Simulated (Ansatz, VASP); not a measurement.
# One calculation of KBr, two programs

```
K Br
1.0
     0.00000    3.27545    3.27545
     3.27545    0.00000    3.27545
     3.27545    3.27545    0.00000
K Br
1 1
Cartesian
  0.0000 0.0000 0.0000
  3.2754 3.2754 3.2754
```

Alike in both runs: functional PBEsol; k mesh 7 × 7 × 7; occupations fermi-dirac, width 0.02 eV; no spin polarisation.

Ansatz relaxed the structure, and its values are those at the end. VASP's run is a single point on that final structure, the one shown.

|  | VASP | Ansatz |
| --- | --- | --- |
| version | VASP 6.6.1 | Ansatz 0.2.0 |
| potentials or method | VASP PAW PBE potentials, release 64 (K_sv, Br), cutoff 520 eV | all-electron LAPW, scalar-relativistic |

```tsv
	VASP	Ansatz	Ansatz less VASP
pressure (GPa)	0.1	0.0	-0.06
```

VASP's potentials were made for PBE, not for PBEsol. Ansatz ran all-electron here, and VASP with PAW potentials.
